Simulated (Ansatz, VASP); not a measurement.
One calculation of VO2, two programs

```xyz
6
Lattice="4.4930 0.0000 0.0000 0.0000 4.4930 0.0000 0.0000 0.0000 2.8142" Properties=species:S:1:pos:R:3 pbc="T T T"
V     0.0000    0.0000    0.0000
V     2.2465    2.2465    1.4071
O     1.3408    1.3408    0.0000
O     0.9057    3.5874    1.4071
O     3.1522    3.1522    0.0000
O     3.5874    0.9057    1.4071
```

Change from the starting cell: volume scaled by 0.96, ions relaxed.

Alike in both runs: functional PBE; k mesh 10 × 10 × 16; occupations fermi-dirac, width 0.05 eV; collinear spin.

Ansatz relaxed the structure, and its values are those at the end. VASP's run is a single point on that final structure, the one shown.

```csv
,VASP,Ansatz
version,VASP 6.6.1,Ansatz 0.2.0
potentials or method,"VASP PAW PBE potentials, release 64 (V_sv, O)","plane-wave PAW, scalar-relativistic"
plane-wave cutoff (eV),600,420
valence electrons in the cell,50,50
```

Ansatz gave:

* pressure (GPa): 12.3
* rms of the force components (eV/Å): 0.000
* net moment per atom (μB): 0.33
* size of the moment on the site where the two differ most (μB): 0.81

Task: What did VASP give for the same quantities?

Result: Pressure (GPa): 13.1; rms of the force components (eV/Å): 0.012; net moment per atom (μB): 0.33; size of the moment on the site where the two differ most (μB): 1.03.

Site moments also hang on the region over which each program counts them. Ansatz's warnings: stress scf threshold loose.
